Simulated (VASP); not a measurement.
# MgB: single point with PBE

MgB:

```
Mg B
1.0
     2.95305    0.00000    0.00000
     0.00000    2.95305    0.00000
     0.00000    0.00000    2.89515
Mg B
1 1
Direct
  0.00000 0.00000 0.00000
  0.50000 0.50000 0.50000
```

```
Program                : VASP 6.6.1
Task                   : single point
Functional             : PBE
Potentials or basis    : VASP PAW PBE potentials, release 64 (Mg, B)
Cutoff                 : 520 eV
k mesh                 : 8 × 8 × 8
Occupations            : fermi-dirac, width 0.05 eV
Spin                   : no spin polarisation
Dipole correction      : no
Further INCAR settings : ALGO = Normal; EDIFF = 1e-06; NBANDS = 10
```

```json
{
 "Pressure": "-2.7 GPa"
}
```

Stress tensor (GPa, compression positive):
```
-2.91  0.00  0.00
 0.00 -2.91  0.00
 0.00  0.00 -2.37
```

Levels at points of the mesh, in eV from the Fermi level:
```csv
k point,band 1,band 2,band 3,band 4,band 5,band 6
"(0.00, 0.00, 0.00)",-10.57,2.24,2.24,2.68,6.77,6.98
"(0.50, 0.00, 0.00)",-7.62,-5.66,3.35,3.75,10.12,10.56
"(0.50, 0.50, 0.00)",-4.96,-3.29,-3.29,1.43,4.94,12.65
"(0.00, 0.00, 0.50)",-7.45,-5.55,3.45,3.45,9.92,10.66
"(0.50, 0.00, 0.50)",-4.78,-3.22,-3.16,1.64,4.69,12.22
"(0.50, 0.50, 0.50)",-1.96,-1.32,-1.23,-1.23,3.80,3.88
```

Wall time 5.8 s on 1 thread of Intel Xeon 6975P-C, on a shared host, peak memory 0.15 GiB.
